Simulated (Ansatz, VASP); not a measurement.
# C: VASP beside Ansatz

File INCAR:

```
SYSTEM = C
ALGO     = Normal         ! electronic algorithm
DIPOL    = 0.5 0.5 0.345
EDIFF    = 1E-7           ! SCF threshold, eV
ENCUT    = 520            ! plane-wave cutoff, eV
GGA      = PE             ! functional
IDIPOL   = 3            
ISIF     = 2              ! what is computed and relaxed
ISMEAR   = 0              ! smearing method
IVDW     = 12             ! dispersion correction
LASPH    = .TRUE.         ! aspherical terms in the spheres
LCHARG   = .FALSE.        ! write CHGCAR
LDIPOL   = .TRUE.       
LREAL    = .FALSE.        ! projectors in reciprocal space
LWAVE    = .FALSE.        ! write WAVECAR
NBANDS   = 16             ! bands
NELM     = 80             ! most SCF steps
PREC     = Accurate       ! precision mode
SIGMA    = 0.1            ! smearing width, eV
```

KPOINTS

```
k-points
0
G
  15 15 1
  0 0 0
```

Contents of POSCAR:

```
C
1.0
    2.4657189590      0.0000000000      0.0000000000
   -1.2328594795      2.1353752571      0.0000000000
    0.0000000000      0.0000000000     17.5000000000
C
4
Direct
    0.3333333333      0.6666666667      0.2571428571
    0.6666666667      0.3333333333      0.2571428571
    0.3333333333      0.6666666667      0.4320000000
    0.0000000000      1.0000000000      0.4320000000
```

Input for Ansatz:

```yaml
crystal:
  lattice:
    - [2.465718959, 0.0, 0.0]
    - [-1.2328594795, 2.1353752571, 0.0]
    - [0.0, 0.0, 17.5]
  atoms:
    - { symbol: C, position: [0.3333333333, 0.6666666667, 0.2571428571] }
    - { symbol: C, position: [0.6666666667, 0.3333333333, 0.2571428571] }
    - { symbol: C, position: [0.3333333333, 0.6666666667, 0.432] }
    - { symbol: C, position: [0.0, 1.0, 0.432] }
basis:
  ecutwfc: 420
kpoints:
  mp_grid: { grid: [15, 15, 1] }
hamiltonian:
  xc: pbe
  dispersion: d3bj
scf:
  occupations: { method: gaussian, width: 0.1 }
output:
  forces: true
  eigenvalues: true
efield:
  axis: 3
  dipole_correction: true
  ramp_width: 0.04
```

Alike in both runs: task single point; functional PBE; dispersion D3(BJ); k mesh 15 × 15 × 1; occupations gaussian, width 0.1 eV; no spin polarisation.

|  | VASP | Ansatz |
| --- | --- | --- |
| version | VASP 6.6.1 | Ansatz 0.2.0 |
| potentials or method | VASP PAW PBE potentials, release 64 (C), cutoff 520 eV | scalar-relativistic, plane waves, PAW |
| valence electrons in the cell | 16 | 16 |

|  | VASP | Ansatz | Ansatz less VASP |
| --- | --- | --- | --- |
| gap on the k mesh at the Fermi level (eV) | none | none | - |
| rms of the force components (eV/Å) | 0.060 | 0.060 | -0.0004 |

Atom by atom the forces differ by 0.000 eV/Å (rms over components). A gap of «none» marks a metal or a gap that the smearing closes.
